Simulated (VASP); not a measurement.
## CuO: single point with LDA

The system is CuO.

```
Cu O
1.0
     2.00415   -2.16781    0.00000
     2.00415    2.16781    0.00000
     0.00000    0.00000    5.19007
Cu O
2 2
Cartesian
  1.0021 -1.0839 0.0000
  1.0021 1.0839 2.5950
  2.0042 0.0000 1.2975
  2.0042 0.0000 3.8926
```

```json
{
  "Program": "VASP 6.6.1",
  "Task": "single point",
  "Functional": "LDA",
  "Potentials or basis": "VASP PAW LDA potentials, release 64 (Cu_sv_GW, O)",
  "Cutoff": "820 eV",
  "k mesh": "9 × 9 × 5",
  "Occupations": "fermi-dirac, width 0.05 eV",
  "Spin": "no spin polarisation",
  "Dipole correction": "no",
  "Further INCAR settings": "ALGO = Normal; EDIFF = 1e-06; NBANDS = 33"
}
```

```json
{
  "Pressure": "-15.1 GPa",
  "Band gap on the k mesh": "zero (bands 25 and 26 overlap by 0.85 eV)"
}
```

Stress tensor (GPa, compression positive):
```
-12.19   0.00   0.00
  0.00 -14.62   0.00
  0.00   0.00 -18.36
```

Levels at points of the mesh, in eV from the Fermi level:
| k point | band 23 | band 24 | band 25 | band 26 | band 27 | band 28 |
| --- | --- | --- | --- | --- | --- | --- |
| (0.00, 0.00, 0.00) | -2.20 | -1.81 | 0.60 | 0.78 | 1.37 | 6.02 |

Wall time 3.7 min on 1 thread of Intel(R) Xeon(R) Platinum 8488C (Sapphire Rapids), on a shared host, peak memory 0.32 GiB.

Caveat: the stress differs along the axes, from -18 to -12 GPa; semilocal functionals often make such compounds metallic where correlation or magnetic order opens a gap, which also shifts bond lengths. With open d or f shells a metallic result of LDA can be an artefact of self-interaction; +U or a hybrid may open a gap.
